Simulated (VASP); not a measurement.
# NaI (Imm2) in VASP: further runs

The runs below take NaI through single point, with PBEsol.

Program: VASP 6.6.1. These are calculated values, not measurements. Logs are shortened: lines on timing, memory, paths and dates and some standing lists are left out, and cuts for length are marked.

**1. The cell of the first run**

Symmetry: Imm2, No. 44, orthorhombic system. The conventional cell has a = 4.577 Å, b = 6.473 Å, c = 4.577 Å, α = 90.00°, β = 90.00°, γ = 90.00°. Na (site symmetry mm2) has 6 I at 3.14 to 3.33 Å within 4.1 Å. Within 4.1 Å of I (site symmetry mm2) lie 6 Na at 3.14 to 3.33 Å.

**2. Single point, PBEsol**

Contents of INCAR:

```
SYSTEM = NaI
PREC     = Accurate       ! precision mode
ENCUT    = 500            ! plane-wave cutoff, eV
EDIFF    = 1E-6           ! SCF threshold, eV
ISMEAR   = 0              ! smearing method
SIGMA    = 0.01           ! smearing width, eV
LREAL    = .FALSE.        ! projectors in reciprocal space
LASPH    = .TRUE.         ! aspherical terms in the spheres
NELM     = 120            ! most SCF steps
ALGO     = Normal         ! electronic algorithm
ISIF     = 2              ! what is computed and relaxed
LWAVE    = .FALSE.        ! write WAVECAR
LCHARG   = .FALSE.        ! write CHGCAR
GGA      = PS             ! functional
NBANDS   = 14             ! bands
GGA_COMPAT= .FALSE.
```

Contents of KPOINTS:

```
Automatic mesh
0
G
  4 4 4
  0 0 0
```

Contents of POSCAR:

```
NaI
1.0
    0.0000000000      3.2364000000      3.2364000000
    3.2364000000      0.0000000000      3.2364000000
    3.2364000000      3.2364000000      0.0000000000
Na I
1 1
Direct
    0.0000000000      0.0000000000      0.0000000000
    0.5000000000      0.5000000000      0.5300000000
```

Potentials or basis: VASP PAW PBE potentials, release 64 (Na_pv, I).

On the command line:

```
cat potpaw_PBE.64/Na_pv/POTCAR potpaw_PBE.64/I/POTCAR > POTCAR
mpirun -np 1 vasp_std > vasp.out
```

OUTCAR:

```text
SYSTEM = NaI
   PREC = Accurate
   ENCUT = 500
   EDIFF = 1E-6
   ISMEAR = 0
   LREAL = .FALSE.
   LASPH = .TRUE.
   NELM = 120
   ISIF = 2
   GGA = PS

 ion  position               nearest neighbor table
   1  0.000  0.000  0.000-   2 3.14   2 3.14
   2  0.500  0.500  0.530-   1 3.14   1 3.14

  LATTYP: Found a face centered cubic cell.
 ALAT       =     6.4728000000

  Lattice vectors:

 A1 = (   0.0000000000,   3.2364000000,   3.2364000000)
 A2 = (   3.2364000000,   0.0000000000,   3.2364000000)
 A3 = (   3.2364000000,   3.2364000000,   0.0000000000)

Analysis of symmetry for initial positions (statically):
=====================================================================
 Subroutine PRICEL returns:
 Original cell was already a primitive cell.

 Routine SETGRP: Setting up the symmetry group for a
 face centered cubic supercell.

 Subroutine GETGRP returns: Found  4 space group operations
 (whereof  4 operations were pure point group operations)
 out of a pool of 48 trial point group operations.

The static configuration has the point symmetry C_2v.

Analysis of symmetry for dynamics (positions and initial velocities):
=====================================================================
 Subroutine PRICEL returns:
 Original cell was already a primitive cell.

 Routine SETGRP: Setting up the symmetry group for a
 face centered cubic supercell.

 Subroutine GETGRP returns: Found  4 space group operations
 (whereof  4 operations were pure point group operations)
 out of a pool of 48 trial point group operations.

The dynamic configuration has the point symmetry C_2v.

 Subroutine INISYM returns: Found  4 space group operations
 (whereof  4 operations are pure point group operations),
 and found     1 'primitive' translations

----------------------------------------------------------------------------------------

                                     Primitive cell

  volume of cell :      67.7980

  direct lattice vectors                    reciprocal lattice vectors
     0.000000000  3.236400000  3.236400000    -0.154492646  0.154492646  0.154492646
     3.236400000  0.000000000  3.236400000     0.154492646 -0.154492646  0.154492646
     3.236400000  3.236400000  0.000000000     0.154492646  0.154492646 -0.154492646

  length of vectors
     4.576960773  4.576960773  4.576960773     0.267589113  0.267589113  0.267589113

  position of ions in fractional coordinates (direct lattice)
     0.000000000  0.000000000  0.000000000
     0.500000000  0.500000000  0.530000000

  ion indices of the primitive-cell ions
   primitive index   ion index
                 1           1
                 2           2

----------------------------------------------------------------------------------------

 KPOINTS: Automatic mesh

Automatic generation of k-mesh.
 Grid dimensions read from file:
 generate k-points for:    4    4    4

 Generating k-lattice:

  Cartesian coordinates                     Fractional coordinates (reciprocal lattice)
    -0.038623162  0.038623162  0.038623162     0.250000000  0.000000000  0.000000000
     0.038623162 -0.038623162  0.038623162     0.000000000  0.250000000  0.000000000
     0.038623162  0.038623162 -0.038623162     0.000000000  0.000000000  0.250000000

  Length of vectors
     0.066897278  0.066897278  0.066897278

  Shift w.r.t. Gamma in fractional coordinates (k-lattice)
     0.000000000  0.000000000  0.000000000

 Subroutine IBZKPT returns following result:
 ===========================================

 Found     18 irreducible k-points:

 Following reciprocal coordinates:
            Coordinates               Weight
  0.000000  0.000000  0.000000      1.000000
  0.250000  0.000000  0.000000      4.000000
  0.000000  0.000000  0.250000      4.000000
  0.500000  0.000000  0.000000      2.000000
  0.000000  0.000000  0.500000      2.000000
  0.250000  0.250000  0.000000      2.000000
[... 10 lines left out ...]
 -0.250000  0.500000  0.250000      4.000000
  0.250000 -0.250000  0.500000      2.000000
   k-points           NKPTS =     18   k-points in BZ     NKDIM =     18   number of bands    NBANDS=     14
   number of dos      NEDOS =    301   number of ions     NIONS =      2
   total plane-waves  NPLWV =  46656
   dimension x,y,z NGX =    36 NGY =   36 NGZ =   36
   dimension x,y,z NGXF=    72 NGYF=   72 NGZF=   72
   ions per type =               1   1
   NGX,Y,Z   is equivalent  to a cutoff of  13.08, 13.08, 13.08 a.u.
   NGXF,Y,Z  is equivalent  to a cutoff of  26.15, 26.15, 26.15 a.u.
 SYSTEM =  NaI
   PREC   = accura    normal or accurate (medium, high low for compatibility)
   ISTART =      0    job   : 0-new  1-cont  2-samecut
   ICHARG =      2    charge: 1-file 2-atom 10-const
   ISPIN  =      1    spin polarized calculation?
   LNONCOLLINEAR =      F non collinear calculations
   LSORBIT =      F    spin-orbit coupling
   LASPH  =      T    aspherical Exc in radial PAW
[... 68 lines left out ...]
      9       8.5635      0.00000
     10       8.5649      0.00000
     11       8.5735      0.00000
     12      10.4443      0.00000
     13      10.4530      0.00000
     14      10.9478      0.00000

 k-point     2 :       0.2500    0.0000    0.0000
  band No.  band energies     occupation
      1     -21.5298      2.00000
      2     -21.5279      2.00000
      3     -21.5272      2.00000
      4     -10.1829      2.00000
      5      -0.5995      2.00000
      6       0.5704      2.00000
      7       0.5733      2.00000
      8       5.5192      0.00000
      9       8.1101      0.00000
     10       8.6168      0.00000
     11       8.6284      0.00000
     12      10.1943      0.00000
     13      10.2118      0.00000
     14      11.0392      0.00000

 k-point     3 :       0.0000    0.0000    0.2500
  band No.  band energies     occupation
      1     -21.5303      2.00000
      2     -21.5273      2.00000
      3     -21.5272      2.00000
      4     -10.1831      2.00000
      5      -0.5955      2.00000
      6       0.5655      2.00000
      7       0.5730      2.00000
      8       5.5215      0.00000
      9       8.1145      0.00000
     10       8.6152      0.00000
     11       8.6152      0.00000
     12      10.2016      0.00000
     13      10.2047      0.00000
     14      11.0531      0.00000

 k-point     4 :       0.5000    0.0000    0.0000
  band No.  band energies     occupation
      1     -21.5327      2.00000
      2     -21.5281      2.00000
      3     -21.5273      2.00000
      4     -10.0183      2.00000
      5      -1.4973      2.00000
      6       0.4344      2.00000
      7       0.4377      2.00000
      8       5.6662      0.00000
      9       8.0973      0.00000
     10       8.0999      0.00000
     11       9.4145      0.00000
     12      10.8626      0.00000
     13      12.9617      0.00000
     14      12.9793      0.00000

 k-point     5 :       0.0000    0.0000    0.5000
  band No.  band energies     occupation
      1     -21.5331      2.00000
      2     -21.5275      2.00000
      3     -21.5274      2.00000
      4     -10.0187      2.00000
      5      -1.4936      2.00000
      6       0.4295      2.00000
      7       0.4371      2.00000
      8       5.6698      0.00000
      9       8.0933      0.00000
     10       8.0974      0.00000
     11       9.4080      0.00000
[... 174 lines left out ...]
 k-point    16 :       0.0000    0.5000    0.5000
  band No.  band energies     occupation
      1     -21.5316      2.00000
      2     -21.5291      2.00000
      3     -21.5287      2.00000
      4      -9.9408      2.00000
      5      -1.2191      2.00000
      6      -0.0370      2.00000
      7      -0.0346      2.00000
      8       5.1621      0.00000
      9       6.1427      0.00000
     10      10.4341      0.00000
     11      11.9192      0.00000
     12      11.9210      0.00000
     13      12.3148      0.00000
     14      13.9347      0.00000

 k-point    17 :      -0.2500    0.5000    0.2500
  band No.  band energies     occupation
      1     -21.5305      2.00000
      2     -21.5299      2.00000
      3     -21.5292      2.00000
      4      -9.9323      2.00000
      5      -0.7148      2.00000
      6      -0.7129      2.00000
      7      -0.2271      2.00000
      8       6.5052      0.00000
      9       8.0766      0.00000
     10       8.0802      0.00000
     11       8.5554      0.00000
     12      12.5938      0.00000
     13      12.5958      0.00000
     14      13.3883      0.00000

 k-point    18 :       0.2500   -0.2500    0.5000
  band No.  band energies     occupation
      1     -21.5307      2.00000
      2     -21.5302      2.00000
      3     -21.5288      2.00000
      4      -9.9323      2.00000
      5      -0.7181      2.00000
      6      -0.7113      2.00000
      7      -0.2246      2.00000
      8       6.5133      0.00000
      9       8.0749      0.00000
     10       8.0799      0.00000
     11       8.5404      0.00000
     12      12.5872      0.00000
     13      12.6089      0.00000
     14      13.3978      0.00000

------------------------ aborting loop because EDIFF is reached ----------------------------------------

  FORCE on cell =-STRESS in cart. coord.  units (eV):
  Direction    XX          YY          ZZ          XY          YZ          ZX
  --------------------------------------------------------------------------------------
  -------------------------------------------------------------------------------------
  Total       -0.1153775     -0.1153775     -0.1871995     -0.0139336      0.0000000      0.0000000
  in kB       -2.7265597     -2.7265597     -4.4238331     -0.3292746      0.0000000      0.0000000
  external PRESSURE =      -3.2923175 kB  Pullay stress =       0.0000000 kB

 VOLUME and BASIS-vectors are now :
 -----------------------------------------------------------------------------
  energy-cutoff  :      500.00
  volume of cell :       67.80
      direct lattice vectors                 reciprocal lattice vectors
     0.000000000  3.236400000  3.236400000    -0.154492646  0.154492646  0.154492646
     3.236400000  0.000000000  3.236400000     0.154492646 -0.154492646  0.154492646
     3.236400000  3.236400000  0.000000000     0.154492646  0.154492646 -0.154492646

 POSITION                                       TOTAL-FORCE (eV/Angst)
 -----------------------------------------------------------------------------------
      0.00000      0.00000      0.00000         0.083662      0.083662      0.000000
      3.33349      3.33349      3.23640        -0.083662     -0.083662     -0.000000
 -----------------------------------------------------------------------------------
    total drift:                               -0.000109     -0.000109     -0.000000

  FREE ENERGIE OF THE ION-ELECTRON SYSTEM (eV)
  ---------------------------------------------------
  free  energy   TOTEN  =        -5.6525744542 eV

  energy  without entropy=       -5.6525744542  energy(sigma->0) =       -5.65257445
```

It took 25 s on 1 thread of Intel Xeon 8259CL, shared host; peak memory 0.21 GiB.

Results:

| Quantity | Value |
| --- | --- |
| Free energy | -5.6526 eV |
| Pressure | -0.3 GPa |
| Largest force | 0.118 eV/Å |
| Band gap on the k mesh | 3.51 eV |

Forces in eV/Å, atoms in the order of the input:
```
Na   0.084  0.084  0.000
I   -0.084 -0.084  0.000
```

Caveat: the k points lie up to 0.42 Å⁻¹ apart; the PAW data sets were made with another functional, which shifts forces and pressure a little; spin-orbit coupling is left out, which moves the levels of the heavy elements.

**3. Single point, PBEsol**

Contents of INCAR:

```
ALGO = Normal
EDIFF = 1E-6
ENCUT = 500
GGA = PS
GGA_COMPAT = F
ISIF = 2
ISMEAR = 0
LASPH = T
LCHARG = F
LREAL = F
LWAVE = F
NBANDS = 14
NELM = 120
PREC = Accurate
SIGMA = 0.01
```

Contents of KPOINTS:

```
k-points
0
Gamma
  4 4 4
```

Edit POSCAR of step 2 so:

```diff
@@ -9,2 +9,2 @@
     0.0000000000      0.0000000000      0.0000000000
-    0.5000000000      0.5000000000      0.5300000000
+    0.5000000000      0.5000000000      0.5450000000
```

Potentials or basis: VASP PAW PBE potentials, release 64 (Na_pv, I).

On the command line:

```
cat potpaw_PBE.64/Na_pv/POTCAR potpaw_PBE.64/I/POTCAR > POTCAR
mpirun -np 1 vasp_std > vasp.out
```

Run time: 26 s. Hardware: 1 thread of Intel Xeon 8259CL, shared host; peak memory 0.21 GiB.

The run converged. Its results:

* Free energy: -5.6423 eV
* Pressure: -0.2 GPa
* Largest force: 0.182 eV/Å
* Band gap on the k mesh: 3.51 eV

Forces on the atoms (eV/Å):
```
Na   0.129  0.129  0.000
I   -0.129 -0.129  0.000
```

Stress tensor (GPa, compression positive):
```
-0.08 -0.08  0.00
-0.08 -0.08  0.00
 0.00  0.00 -0.46
```

Levels at points of the mesh, in eV from the valence-band top:
| k point | band 3 | band 4 | band 5 | band 6 | band 7 | band 8 | band 9 | band 10 | band 11 | band 12 |
| --- | --- | --- | --- | --- | --- | --- | --- | --- | --- | --- |
| (0.00, 0.00, 0.00) | -22.24 | -11.06 | -0.02 | 0.00 | 0.00 | 3.51 | 7.84 | 7.84 | 7.86 | 9.73 |
| (0.50, 0.00, 0.00) | -22.24 | -10.74 | -2.22 | -0.29 | -0.28 | 4.95 | 7.38 | 7.39 | 8.69 | 10.14 |
| (0.00, 0.00, 0.50) | -22.24 | -10.74 | -2.21 | -0.30 | -0.28 | 4.95 | 7.37 | 7.38 | 8.68 | 10.16 |
| (0.50, 0.50, 0.00) | -22.24 | -10.66 | -1.94 | -0.77 | -0.75 | 4.45 | 5.42 | 9.72 | 11.16 | 11.25 |
| (0.00, 0.50, 0.50) | -22.24 | -10.66 | -1.94 | -0.76 | -0.76 | 4.45 | 5.42 | 9.71 | 11.20 | 11.21 |

Caveat: the k points lie up to 0.42 Å⁻¹ apart; the PAW data sets were made with another functional, which shifts forces and pressure a little; spin-orbit coupling is left out, which moves the levels of the heavy elements. As with any semilocal functional, this PBEsol gap is likely too small.

**4. Single point, PBEsol**

Contents of INCAR:

```
SYSTEM = NaI
PREC     = Accurate       ! precision mode
ENCUT    = 500            ! plane-wave cutoff, eV
EDIFF    = 1E-6           ! SCF threshold, eV
ISMEAR   = 0              ! smearing method
SIGMA    = 0.01           ! smearing width, eV
LREAL    = .False.        ! projectors in reciprocal space
LASPH    = .True.         ! aspherical terms in the spheres
NELM     = 120            ! most SCF steps
ALGO     = Normal         ! electronic algorithm
ISIF     = 2              ! what is computed and relaxed
LWAVE    = .False.        ! write WAVECAR
LCHARG   = .True.         ! write CHGCAR
GGA      = PS             ! functional
LELF     = .True.         ! ELF
LVHAR    = .True.       
NBANDS   = 14             ! bands
GGA_COMPAT= .False.
```

Contents of KPOINTS:

```
regular mesh
0
Gamma
  4 4 4
  0 0 0
```

Edit POSCAR of step 3 so:

```diff
@@ -9,2 +9,2 @@
     0.0000000000      0.0000000000      0.0000000000
-    0.5000000000      0.5000000000      0.5450000000
+    0.5000000000      0.5000000000      0.5600000000
```

On the command line:

```
cat potpaw_PBE.64/Na_pv/POTCAR potpaw_PBE.64/I/POTCAR > POTCAR
mpirun -np 1 vasp_std > vasp.out
```

Run time: 29 s. Hardware: 1 thread of Intel Xeon 8259CL, shared host; peak memory 0.21 GiB.

The run converged. Its results:

| Quantity | Value |
| --- | --- |
| Free energy | -5.6275 eV |
| Pressure | 0.0 GPa |
| Largest force | 0.250 eV/Å |
| Band gap on the k mesh | 3.52 eV |

Forces on the atoms (eV/Å):
```
Na   0.177  0.177  0.000
I   -0.177 -0.177  0.000
```

Stress tensor (GPa, compression positive):
```
 0.19 -0.14  0.00
-0.14  0.19  0.00
 0.00  0.00 -0.49
```

Levels at points of the mesh, in eV from the valence-band top:
```
           k point  band 5  band 6  band 7  band 8  band 9  band 10
(0.00, 0.00, 0.00)   -0.03    0.00    0.00    3.52    7.84     7.85
(0.50, 0.00, 0.00)   -2.22   -0.29   -0.28    4.95    7.39     7.40
(0.00, 0.00, 0.50)   -2.21   -0.31   -0.28    4.96    7.38     7.39
(0.50, 0.50, 0.00)   -1.94   -0.78   -0.75    4.45    5.42     9.72
(0.00, 0.50, 0.50)   -1.94   -0.76   -0.75    4.45    5.42     9.71
```

Caveat: the k points lie up to 0.42 Å⁻¹ apart; the PAW data sets were made with another functional, which shifts forces and pressure a little; spin-orbit coupling is left out, which moves the levels of the heavy elements.

**5. Single point, PBEsol**

Contents of INCAR:

```
PREC     = Accurate       # precision mode
ENCUT    = 500            # plane-wave cutoff, eV
EDIFF    = 1E-6           # SCF threshold, eV
ISMEAR   = 0              # smearing method
SIGMA    = 0.01           # smearing width, eV
LREAL    = F              # projectors in reciprocal space
LASPH    = T              # aspherical terms in the spheres
NELM     = 120            # most SCF steps
ALGO     = Normal         # electronic algorithm
ISIF     = 2              # what is computed and relaxed
LWAVE    = F              # write WAVECAR
LCHARG   = F              # write CHGCAR
GGA      = PS             # functional
NBANDS   = 14             # bands
GGA_COMPAT= F
```

Contents of KPOINTS:

```
Automatic mesh
0
Gamma
  4 4 4
```

Edit POSCAR of step 4 so:

```diff
@@ -9,2 +9,2 @@
     0.0000000000      0.0000000000      0.0000000000
-    0.5000000000      0.5000000000      0.5600000000
+    0.5000000000      0.5000000000      0.5750000000
```

On the command line:

```
cat potpaw_PBE.64/Na_pv/POTCAR potpaw_PBE.64/I/POTCAR > POTCAR
mpirun -np 1 vasp_std > vasp.out
```

It took 28 s on 1 thread of Intel Xeon 8259CL, shared host; peak memory 0.21 GiB.

The run converged. Its results:

```
Free energy            : -5.6078 eV
Pressure               : 0.2 GPa
Largest force          : 0.325 eV/Å
Band gap on the k mesh : 3.52 eV
```

Forces in eV/Å, atoms in the order of the input:
```
Na   0.230  0.230  0.000
I   -0.230 -0.230  0.000
```

Stress tensor (GPa, compression positive):
```
 0.53 -0.24  0.00
-0.24  0.53  0.00
 0.00  0.00 -0.53
```

Levels at points of the mesh, in eV from the valence-band top:
```tsv
k point	band 3	band 4	band 5	band 6	band 7	band 8	band 9	band 10	band 11	band 12
(0.00, 0.00, 0.00)	-22.22	-11.06	-0.04	0.00	0.00	3.52	7.84	7.85	7.90	9.77
(0.50, 0.00, 0.00)	-22.22	-10.75	-2.22	-0.29	-0.27	4.95	7.41	7.42	8.68	10.12
(0.00, 0.00, 0.50)	-22.22	-10.75	-2.20	-0.32	-0.28	4.97	7.38	7.40	8.65	10.17
(0.50, 0.50, 0.00)	-22.22	-10.67	-1.93	-0.79	-0.75	4.46	5.42	9.73	11.13	11.35
(0.00, 0.50, 0.50)	-22.22	-10.67	-1.94	-0.77	-0.75	4.46	5.43	9.70	11.22	11.24
```

Caveat: the k points lie up to 0.42 Å⁻¹ apart; the PAW data sets were made with another functional, which shifts forces and pressure a little; spin-orbit coupling is left out, which moves the levels of the heavy elements.

**6. Summary**

| cell | gap on the mesh (eV) | pressure (GPa) | largest force (eV/Å) |
| --- | --- | --- | --- |
| as given, atomic positions A | 3.51 | -0.3 | 0.12 |
| as given, atomic positions B | 3.51 | -0.2 | 0.18 |
| as given, atomic positions C | 3.52 | 0.0 | 0.25 |
| as given, atomic positions D | 3.52 | 0.2 | 0.32 |

Alike in all rows: task single point; level PBEsol; potentials or basis VASP PAW PBE potentials, release 64 (Na_pv, I); no spin polarisation; k mesh 4 × 4 × 4; cutoff (eV) 500; smearing gaussian 0.01 eV.

Caveats: all runs use coarse meshes; the PAW data sets were made with another functional, which shifts forces and pressure a little; spin-orbit coupling is left out, which moves the levels of the heavy elements.

Total energies depend on the potentials used, so only differences within one code and one set of settings carry meaning.
